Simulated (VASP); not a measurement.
# SnO (Romarchite) (P4/nmm) in VASP: a series of runs

Runs on SnO (Romarchite). Level: PBE. Tasks: single point.

Everything below comes from runs of VASP 6.6.1. Logs are shortened: lines on timing, memory, paths and dates and some standing lists are left out, and cuts for length are marked.

## (1) The cell of the first run

It takes space group P4/nmm (No. 129, tetragonal). Conventional cell: a = 3.694 Å, b = 3.694 Å, c = 4.708 Å, α = 90.00°, β = 90.00°, γ = 90.00°. Within 2.9 Å of Sn (site symmetry 4mm) lie 4 O at 2.16 Å. Within 2.9 Å of O (site symmetry -4m2) lie 4 Sn at 2.16 Å and 4 O at 2.61 Å.

## (2) Single point, PBE

INCAR reads:

```
SYSTEM = SnO
  ALGO = Normal
  EDIFF = 1E-6
  ENCUT = 520
  GGA = PE
  ISIF = 2
  ISMEAR = 0
  LASPH = .True.
  LCHARG = .True.
  LELF = .True.
  LREAL = .False.
  LVHAR = .True.
  LWAVE = .False.
  NBANDS = 28
  NELM = 100
  PREC = Accurate
  SIGMA = 0.01
```

KPOINTS reads:

```
k-points
0
Gamma
  5 5 4
  0 0 0
```

POSCAR reads:

```
SnO
1.0
    3.6944759153      0.0000000000      0.0000000000
    0.0000000000      3.6944759153      0.0000000000
    0.0000000000      0.0000000000      4.7081079900
Sn O
2 2
Direct
    0.5000000000      0.0000000000      0.2369000000
    0.0000000000      0.5000000000      0.7631000000
    0.0000000000      0.0000000000      0.0000000000
    0.5000000000      0.5000000000      0.0000000000
```

Potentials or basis: VASP PAW PBE potentials, release 64 (Sn_d, O).

Launch:

```bash
> cat potpaw_PBE.64/Sn_d/POTCAR potpaw_PBE.64/O/POTCAR > POTCAR
> mpirun -np 1 vasp_std > vasp.out
```

OUTCAR:

```text
SYSTEM = SnO
   EDIFF = 1E-6
   ENCUT = 520
   GGA = PE
   ISIF = 2
   ISMEAR = 0
   LASPH = .True.
   LREAL = .False.
   NELM = 100
   PREC = Accurate

 ion  position               nearest neighbor table
   1  0.500  0.000  0.237-   3 2.16   4 2.16   4 2.16   3 2.16   2 3.44   2 3.44   2 3.44   2 3.44
                             2 3.60   2 3.60   2 3.60   2 3.60
   2  0.000  0.500  0.763-   3 2.16   4 2.16   3 2.16   4 2.16   1 3.44   1 3.44   1 3.44   1 3.44
                             1 3.60   1 3.60   1 3.60   1 3.60
   3  0.000  0.000  0.000-   1 2.16   2 2.16   2 2.16   1 2.16
   4  0.500  0.500  0.000-   1 2.16   2 2.16   1 2.16   2 2.16

  LATTYP: Found a simple tetragonal cell.
 ALAT       =     3.6944759153
 C/A-ratio  =     1.2743642395

  Lattice vectors:

 A1 = (   3.6944759153,   0.0000000000,   0.0000000000)
 A2 = (   0.0000000000,   3.6944759153,   0.0000000000)
 A3 = (   0.0000000000,   0.0000000000,   4.7081079900)

Analysis of symmetry for initial positions (statically):
=====================================================================
 Subroutine PRICEL returns:
 Original cell was already a primitive cell.

 Routine SETGRP: Setting up the symmetry group for a
 simple tetragonal supercell.

 Subroutine GETGRP returns: Found 16 space group operations
 (whereof  8 operations were pure point group operations)
 out of a pool of 16 trial point group operations.

The static configuration has the point symmetry D_2d.
 The point group associated with its full space group is D_4h.

Analysis of symmetry for dynamics (positions and initial velocities):
=====================================================================
 Subroutine PRICEL returns:
 Original cell was already a primitive cell.

 Routine SETGRP: Setting up the symmetry group for a
 simple tetragonal supercell.

 Subroutine GETGRP returns: Found 16 space group operations
 (whereof  8 operations were pure point group operations)
 out of a pool of 16 trial point group operations.

The dynamic configuration has the point symmetry D_2d.
 The point group associated with its full space group is D_4h.

 Subroutine INISYM returns: Found 16 space group operations
 (whereof  8 operations are pure point group operations),
 and found     1 'primitive' translations

----------------------------------------------------------------------------------------

                                     Primitive cell

  volume of cell :      64.2617

  direct lattice vectors                    reciprocal lattice vectors
     3.694475915  0.000000000  0.000000000     0.270674386  0.000000000  0.000000000
     0.000000000  3.694475915  0.000000000     0.000000000  0.270674386  0.000000000
     0.000000000  0.000000000  4.708107990     0.000000000  0.000000000  0.212399546

  length of vectors
     3.694475915  3.694475915  4.708107990     0.270674386  0.270674386  0.212399546

  position of ions in fractional coordinates (direct lattice)
     0.500000000  0.000000000  0.236900000
     0.000000000  0.500000000  0.763100000
     0.000000000  0.000000000  0.000000000
     0.500000000  0.500000000  0.000000000

  ion indices of the primitive-cell ions
   primitive index   ion index
                 1           1
                 2           2
                 3           3
                 4           4

----------------------------------------------------------------------------------------

 KPOINTS: k-points

Automatic generation of k-mesh.
 Grid dimensions read from file:
 generate k-points for:    5    5    4

 Generating k-lattice:

  Cartesian coordinates                     Fractional coordinates (reciprocal lattice)
     0.054134877  0.000000000  0.000000000     0.200000000  0.000000000  0.000000000
     0.000000000  0.054134877  0.000000000     0.000000000  0.200000000  0.000000000
     0.000000000  0.000000000  0.053099887     0.000000000  0.000000000  0.250000000

  Length of vectors
     0.054134877  0.054134877  0.053099887

  Shift w.r.t. Gamma in fractional coordinates (k-lattice)
     0.000000000  0.000000000  0.000000000

 Subroutine IBZKPT returns following result:
 ===========================================

 Found     18 irreducible k-points:

 Following reciprocal coordinates:
            Coordinates               Weight
  0.000000  0.000000  0.000000      1.000000
  0.200000  0.000000  0.000000      4.000000
  0.400000  0.000000  0.000000      4.000000
  0.200000  0.200000  0.000000      4.000000
  0.400000  0.200000  0.000000      8.000000
  0.400000  0.400000  0.000000      4.000000
[... 10 lines left out ...]
  0.400000  0.200000  0.500000      8.000000
  0.400000  0.400000  0.500000      4.000000
   k-points           NKPTS =     18   k-points in BZ     NKDIM =     18   number of bands    NBANDS=     28
   number of dos      NEDOS =    301   number of ions     NIONS =      4
   total plane-waves  NPLWV =  28224
   dimension x,y,z NGX =    28 NGY =   28 NGZ =   36
   dimension x,y,z NGXF=    56 NGYF=   56 NGZF=   72
   ions per type =               2   2
   NGX,Y,Z   is equivalent  to a cutoff of  12.60, 12.60, 12.71 a.u.
   NGXF,Y,Z  is equivalent  to a cutoff of  25.20, 25.20, 25.42 a.u.
 SYSTEM =  SnO
   PREC   = accura    normal or accurate (medium, high low for compatibility)
   ISTART =      0    job   : 0-new  1-cont  2-samecut
   ICHARG =      2    charge: 1-file 2-atom 10-const
   ISPIN  =      1    spin polarized calculation?
   LNONCOLLINEAR =      F non collinear calculations
   LSORBIT =      F    spin-orbit coupling
   LASPH  =      T    aspherical Exc in radial PAW
   ENCUT  =  520.0 eV  38.22 Ry    6.18 a.u.   6.87  6.87  8.75*2*pi/ulx,y,z
   NELM   =    100;   NELMIN=  2; NELMDL= -5     # of ELM steps
   EDIFF  = 0.1E-05   stopping-criterion for ELM
   LREAL  =      F    real-space projection
   EDIFFG = 0.1E-04   stopping-criterion for IOM
   NSW    =      0    number of steps for IOM
   IBRION =     -1    ionic relax: 0-MD 1-quasi-New 2-CG
   NFREE  =      0    steps in history (QN), initial steepest desc. (CG)
   ISIF   =      2    stress and relaxation
   ISYM   =      2    0-nonsym 1-usesym 2-fastsym
   POTIM  = 0.5000    time-step for ionic-motion
   TEBEG  =    0.0;   TEEND  =   0.0 temperature during run
   PSTRESS=    0.0 pullay stress
   NELECT =      40.0000    total number of electrons
   NUPDOWN=      -1.0000    fix difference up-down
   EMIN   =  10.00;   EMAX   =-10.00  energy-range for DOS
   EFERMI =   0.00;   METHOD = LEGACY
   ISMEAR =     0;   SIGMA  =   0.01  broadening in eV -4-tet -1-fermi 0-gaus
   EFERMI_NEDOS =   21; number of points for ismear=-14 and -15
   IALGO  =     38    algorithm
   IMIX   =      4    mixing-type and parameters
     AMIX     =   0.40;   BMIX     =  1.00
     AMIX_MAG =   1.60;   BMIX_MAG =  1.00
  volume/ion in A,a.u.               =      16.07       108.41
  Fermi-wavevector in a.u.,A,eV,Ry     =   1.397797  2.641453 26.583562  1.953837
  Thomas-Fermi vector in A             =   2.521018
   LORBIT       =      0    0 simple, 1 ext, 2 COOP (PROOUT), +10 PAW based schemes
   GGA     = PE    functional components
   LHFCALC =     F    Hartree Fock is set to
   AEXX    =    0.0000 exact exchange contribution
   IVDW    =     0    specifies the selected vdW correction
   LEPSILON=     F    determine dielectric tensor
   LRPA    =     F    only Hartree local field effects (RPA)
 non-spin polarized calculation
 Gauss-broadening in eV      SIGMA  =   0.01
  energy-cutoff  :      520.00
  volume of cell :       64.26
 maximum number of plane-waves:      1746
 NGX is ok and might be reduce to    28
   NGX = 13   NGY = 13   NGZ = 17

 number of electron      39.9999989 magnetization

 Free energy of the ion-electron system (eV)
  ---------------------------------------------------
  ext. energy  EPLUGINS =         0.00000000
  ---------------------------------------------------
  free energy    TOTEN  =       -22.29987453 eV

  energy without entropy =      -22.29987453  energy(sigma->0) =      -22.29987453

 E-fermi :   8.6585     XC(G=0): -10.6958

 val. band max:        8.6031892235   @ k =   0.0000   0.0000   0.0000
 cond. band min:       8.7731437867   @ k =   0.4000   0.4000   0.0000
 fundamental gap:      0.1699545632
 Fermi energy:         8.6584800871

 k-point     1 :       0.0000    0.0000    0.0000
  band No.  band energies     occupation
      1     -14.0586      2.00000
      2     -13.3942      2.00000
      3     -13.3942      2.00000
      4     -13.3857      2.00000
      5     -13.3176      2.00000
      6     -13.3148      2.00000
[... 20 lines left out ...]
     27      15.3132      0.00000
     28      15.5505      0.00000

 k-point     2 :       0.2000    0.0000    0.0000
  band No.  band energies     occupation
      1     -14.0392      2.00000
      2     -13.5908      2.00000
      3     -13.3820      2.00000
      4     -13.3812      2.00000
      5     -13.3555      2.00000
      6     -13.3177      2.00000
[... 20 lines left out ...]
     27      15.6758      0.00000
     28      18.3247      0.00000

 k-point     3 :       0.4000    0.0000    0.0000
  band No.  band energies     occupation
      1     -13.9820      2.00000
      2     -13.8493      2.00000
      3     -13.3527      2.00000
      4     -13.3515      2.00000
      5     -13.3319      2.00000
      6     -13.3314      2.00000
[... 20 lines left out ...]
     27      16.4621      0.00000
     28      18.0847      0.00000

 k-point     4 :       0.2000    0.2000    0.0000
  band No.  band energies     occupation
      1     -14.0290      2.00000
      2     -13.7157      2.00000
      3     -13.3916      2.00000
      4     -13.3551      2.00000
      5     -13.3447      2.00000
      6     -13.3174      2.00000
[... 20 lines left out ...]
     27      17.4365      0.00000
     28      17.6722      0.00000

 k-point     5 :       0.4000    0.2000    0.0000
  band No.  band energies     occupation
      1     -13.9961      2.00000
      2     -13.8988      2.00000
      3     -13.3609      2.00000
      4     -13.3377      2.00000
      5     -13.3286      2.00000
      6     -13.3254      2.00000
[... 20 lines left out ...]
     27      16.4086      0.00000
     28      17.3296      0.00000

 k-point     6 :       0.4000    0.4000    0.0000
  band No.  band energies     occupation
      1     -14.0180      2.00000
      2     -13.9867      2.00000
      3     -13.3428      2.00000
      4     -13.3419      2.00000
      5     -13.3175      2.00000
      6     -13.3033      2.00000
[... 277 lines left out ...]
      5     -13.3328      2.00000
      6     -13.3304      2.00000
[... 20 lines left out ...]
     27      17.0860      0.00000
     28      18.1297      0.00000

 k-point    16 :       0.2000    0.2000    0.5000
  band No.  band energies     occupation
      1     -14.0194      2.00000
      2     -13.7377      2.00000
      3     -13.3732      2.00000
      4     -13.3667      2.00000
      5     -13.3420      2.00000
      6     -13.3011      2.00000
[... 20 lines left out ...]
     27      18.4577      0.00000
     28      18.7906      0.00000

 k-point    17 :       0.4000    0.2000    0.5000
  band No.  band energies     occupation
      1     -13.9937      2.00000
      2     -13.9070      2.00000
      3     -13.3682      2.00000
      4     -13.3564      2.00000
      5     -13.3243      2.00000
      6     -13.3159      2.00000
[... 20 lines left out ...]
     27      18.7390      0.00000
     28      18.9205      0.00000

 k-point    18 :       0.4000    0.4000    0.5000
  band No.  band energies     occupation
      1     -13.9972      2.00000
      2     -13.9678      2.00000
      3     -13.3424      2.00000
      4     -13.3253      2.00000
      5     -13.3079      2.00000
      6     -13.3039      2.00000
[... 20 lines left out ...]
     27      18.8434      0.00000
     28      18.8966      0.00000

------------------------ aborting loop because EDIFF is reached ----------------------------------------

  FORCE on cell =-STRESS in cart. coord.  units (eV):
  Direction    XX          YY          ZZ          XY          YZ          ZX
  --------------------------------------------------------------------------------------
  -------------------------------------------------------------------------------------
  Total        6.8618018      6.8618018      5.2933296      0.0000000     -0.0000000      0.0000000
  in kB      171.0789812    171.0789812    131.9737103      0.0000000     -0.0000000      0.0000000
  external PRESSURE =     158.0438909 kB  Pullay stress =       0.0000000 kB

 VOLUME and BASIS-vectors are now :
 -----------------------------------------------------------------------------
  energy-cutoff  :      520.00
  volume of cell :       64.26
      direct lattice vectors                 reciprocal lattice vectors
     3.694475915  0.000000000  0.000000000     0.270674386  0.000000000  0.000000000
     0.000000000  3.694475915  0.000000000     0.000000000  0.270674386  0.000000000
     0.000000000  0.000000000  4.708107990     0.000000000  0.000000000  0.212399546

 POSITION                                       TOTAL-FORCE (eV/Angst)
 -----------------------------------------------------------------------------------
      1.84724      0.00000      1.11535        -0.000000      0.000000      1.930469
      0.00000      1.84724      3.59276         0.000000      0.000000     -1.930469
      0.00000      0.00000      0.00000         0.000000     -0.000000      0.000000
      1.84724      1.84724      0.00000         0.000000      0.000000      0.000000
 -----------------------------------------------------------------------------------
    total drift:                                0.000000      0.000000      0.000000

  FREE ENERGIE OF THE ION-ELECTRON SYSTEM (eV)
  ---------------------------------------------------
  free  energy   TOTEN  =       -22.2998745340 eV

  energy  without entropy=      -22.2998745340  energy(sigma->0) =      -22.29987453
```

Run time: 33 s. Hardware: 1 thread of Intel Xeon Platinum 8259CL at 2.50GHz (Skylake/Cascade Lake), shared host; peak memory 0.18 GiB.

Results:

```
Free energy            : -22.2999 eV
Pressure               : 15.8 GPa
Largest force          : 1.930 eV/Å
Band gap on the k mesh : 0.17 eV, indirect (least direct gap 2.01 eV)
```

Forces on the atoms (eV/Å):
```
Sn   0.000  0.000  1.930
Sn   0.000  0.000 -1.930
O    0.000  0.000  0.000
O    0.000  0.000  0.000
```

Stress tensor (GPa, compression positive):
```
17.11  0.00  0.00
 0.00 17.11  0.00
 0.00  0.00 13.20
```

Caveat: spin-orbit coupling is left out, which moves the levels of the heavy elements; forces of over 1 eV/Å act on the atoms, so gaps and moduli don't describe the material at rest. A k mesh can miss the band edges.

## (3) Single point, PBE

This run uses another cell than the first one, of 16.76 Å³/atom, 1.043 times its volume.

INCAR reads:

```
SYSTEM = SnO
PREC = Accurate ; ENCUT = 520
EDIFF = 1E-6 ; ISMEAR = 0
SIGMA = 0.01 ; LREAL = .False.
LASPH = .True. ; NELM = 100
ALGO = Normal ; ISIF = 2
LWAVE = .False. ; LCHARG = .True.
GGA = PE ; LELF = .True.
LVHAR = .True. ; NBANDS = 28
```

KPOINTS reads:

```
regular mesh
0
Gamma
  5 5 4
  0 0 0
```

POSCAR reads:

```
SnO
1.0
    3.7472612742      0.0000000000      0.0000000000
    0.0000000000      3.7472612742      0.0000000000
    0.0000000000      0.0000000000      4.7753757638
Sn O
2 2
Direct
    0.5000000000      0.0000000000      0.2369000000
    0.0000000000      0.5000000000      0.7631000000
    0.0000000000      0.0000000000      0.0000000000
    0.5000000000      0.5000000000      0.0000000000
```

Potentials or basis: VASP PAW PBE potentials, release 64 (Sn_d, O).

Launch:

```bash
> cat potpaw_PBE.64/Sn_d/POTCAR potpaw_PBE.64/O/POTCAR > POTCAR
> mpirun -np 1 vasp_std > vasp.out
```

Run time: 34 s. Hardware: 1 thread of Intel Xeon Platinum 8259CL at 2.50GHz (Skylake/Cascade Lake), shared host; peak memory 0.18 GiB.

The run converged. Its results:

```
Free energy            : -22.5251 eV
Pressure               : 9.9 GPa
Largest force          : 1.205 eV/Å
Band gap on the k mesh : 0.34 eV, indirect (least direct gap 2.08 eV)
```

Forces in eV/Å, atoms in the order of the input:
```
Sn   0.000  0.000  1.205
Sn   0.000  0.000 -1.205
O    0.000  0.000  0.000
O    0.000  0.000  0.000
```

Stress tensor (GPa, compression positive):
```
10.68  0.00  0.00
 0.00 10.68  0.00
 0.00  0.00  8.33
```

Levels at points of the mesh, in eV from the valence-band top:
| k point | band 17 | band 18 | band 19 | band 20 | band 21 | band 22 | band 23 | band 24 |
| --- | --- | --- | --- | --- | --- | --- | --- | --- |
| (0.00, 0.00, 0.00) | -3.88 | -3.58 | -3.58 | 0.00 | 2.15 | 4.26 | 4.69 | 4.69 |
| (0.00, 0.00, 0.50) | -3.59 | -3.59 | -3.04 | -2.52 | 1.59 | 2.87 | 2.87 | 3.68 |

Caveat: spin-orbit coupling is left out, which moves the levels of the heavy elements; forces of over 1 eV/Å act on the atoms, so gaps and moduli don't describe the material at rest.

## (4) Single point, PBE

This run uses another cell than the first one, of 17.46 Å³/atom, 1.087 times its volume.

INCAR reads:

```
SYSTEM = SnO
PREC = Accurate
ENCUT = 520
EDIFF = 1E-6
ISMEAR = 0
SIGMA = 0.01
LREAL = .FALSE.
LASPH = .TRUE.
NELM = 80
ALGO = Normal
ISIF = 2
LWAVE = .FALSE.
LCHARG = .FALSE.
GGA = PE
NBANDS = 28
```

KPOINTS reads:

```
regular mesh
0
G
  5 5 4
  0 0 0
```

POSCAR reads:

```
SnO
1.0
    3.7986000000      0.0000000000      0.0000000000
    0.0000000000      3.7986000000      0.0000000000
    0.0000000000      0.0000000000      4.8408000000
Sn O
2 2
Direct
    0.5000000000      0.0000000000      0.2369000000
    0.0000000000      0.5000000000      0.7631000000
    0.0000000000      0.0000000000      0.0000000000
    0.5000000000      0.5000000000      0.0000000000
```

Launch:

```bash
> cat potpaw_PBE.64/Sn_d/POTCAR potpaw_PBE.64/O/POTCAR > POTCAR
> mpirun -np 1 vasp_std > vasp.out
```

Wall time 33 s (1 thread of Intel Xeon Platinum 8259CL at 2.50GHz (Skylake/Cascade Lake), shared host); peak memory 0.18 GiB.

The run converged. Its results:

```
Free energy            : -22.6572 eV
Pressure               : 5.1 GPa
Largest force          : 0.580 eV/Å
Band gap on the k mesh : 0.49 eV, indirect (least direct gap 2.09 eV)
```

Forces in eV/Å, atoms in the order of the input:
```
Sn   0.000  0.000  0.580
Sn   0.000  0.000 -0.580
O    0.000  0.000  0.000
O    0.000  0.000  0.000
```

Stress tensor (GPa, compression positive):
```
5.50 0.00 0.00
0.00 5.50 0.00
0.00 0.00 4.36
```

Levels at points of the mesh, in eV from the valence-band top:
```
           k point  band 18  band 19  band 20  band 21  band 22  band 23
(0.00, 0.00, 0.00)    -3.26    -3.26     0.00     2.09     4.32     4.70
(0.00, 0.00, 0.50)    -3.28    -3.13    -2.28     1.67     2.96     2.96
```

Caveat: spin-orbit coupling is left out, which moves the levels of the heavy elements.

## (5) Summary

```tsv
cell	gap on the mesh (eV)	pressure (GPa)	largest force (eV/Å)
a = 3.694, b = 3.694, c = 4.708 Å, 4 atoms	0.17	15.8	1.93
a = 3.747, b = 3.747, c = 4.775 Å, 4 atoms	0.34	9.9	1.21
a = 3.799, b = 3.799, c = 4.841 Å, 4 atoms	0.49	5.1	0.58
```

Alike in all rows: task single point; level PBE; potentials or basis VASP PAW PBE potentials, release 64 (Sn_d, O); no spin polarisation; k mesh 5 × 5 × 4; cutoff (eV) 520; smearing gaussian 0.01 eV.

Caveats: spin-orbit coupling is left out, which moves the levels of the heavy elements; forces of over 1 eV/Å act on the atoms, so gaps and moduli don't describe the material at rest (some runs).

Total energies depend on the potentials used, so only differences within one code and one set of settings carry meaning.
